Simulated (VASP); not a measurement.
Here is a VASP 6.6.1 calculation.

File INCAR:

```
  PREC = Accurate
  ENCUT = 520
  EDIFF = 1E-6
  ISMEAR = 0
  SIGMA = 0.2
  LREAL = F
  LASPH = T
  NELM = 80
  ALGO = Fast
  ISIF = 2
  LWAVE = F
  LCHARG = T
  GGA = PE
  LELF = T
  LVHAR = T
  NBANDS = 38
```

The input KPOINTS:

```
Automatic mesh
0
Gamma
  8 8 2
```

POSCAR

```
CdCu3Mo
1.0
    2.6579316870      0.0000000000      0.0000000000
    0.0000000000      2.6579316870      0.0000000000
    0.0000000000      0.0000000000     10.7088680724
Cd Cu Mo
1 3 1
Direct
    0.5000000000      0.5000000000      0.3043372619
    1.0000000000      1.0000000000      0.5063424214
    0.0000000000      0.0000000000      0.7306163163
    1.0000000000      0.0000000000      0.1009470576
    0.5000000000      0.5000000000      0.9158466831
```

Potentials or basis: VASP PAW PBE potentials, release 64 (Cd, Cu, Mo_sv).

Launch:

```sh
$ cat potpaw_PBE.64/Cd/POTCAR potpaw_PBE.64/Cu/POTCAR potpaw_PBE.64/Mo_sv/POTCAR > POTCAR
$ mpirun -np 1 vasp_std > vasp.out
```

Problem. Predict the largest force.

Solution. 0.032 eV/Å.

Problem. What does it give for the pressure?

Solution. 0.8 GPa.

Forces in eV/Å, atoms in the order of the input:
```
Cd   0.000  0.000  0.011
Cu   0.000  0.000  0.001
Cu   0.000  0.000  0.009
Cu   0.000  0.000  0.011
Mo   0.000  0.000 -0.032
```
